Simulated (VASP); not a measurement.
A run of VASP 6.6.1 is set up as follows.

Contents of INCAR:

```
PREC = Accurate
ENCUT = 520
EDIFF = 1E-6
ISMEAR = 0
SIGMA = 0.02
LREAL = F
LASPH = T
NELM = 60
ALGO = Normal
ISIF = 2
LWAVE = F
LCHARG = F
GGA = PS
NBANDS = 26
```

The input KPOINTS:

```
regular mesh
0
Gamma
  12 12 6
```

The input POSCAR:

```
GaN
1.0
    3.1825836047     -0.0000000029      0.0000000000
   -1.5912917998      2.7561982527      0.0000000000
    0.0000000000      0.0000000000      5.1854075368
Ga N
2 2
Direct
    0.3333333333      0.6666666667     -0.0008062893
    0.6666666667      0.3333333333      0.4991937107
    0.3333333333      0.6666666667      0.3758062893
    0.6666666667      0.3333333333      0.8758062893
```

Potentials or basis: VASP PAW PBE potentials, release 64 (Ga_d, N).

Launch:

```console
$ cat potpaw_PBE.64/Ga_d/POTCAR potpaw_PBE.64/N/POTCAR > POTCAR
$ mpirun -np 1 vasp_std > vasp.out
```

(1) Predict the pressure.

(2) Predict the band gap on the k mesh.

Results:

(1) -0.1 GPa.

(2) 1.89 eV, direct.

Caveat: the PAW data sets were made with another functional, which shifts forces and pressure a little.
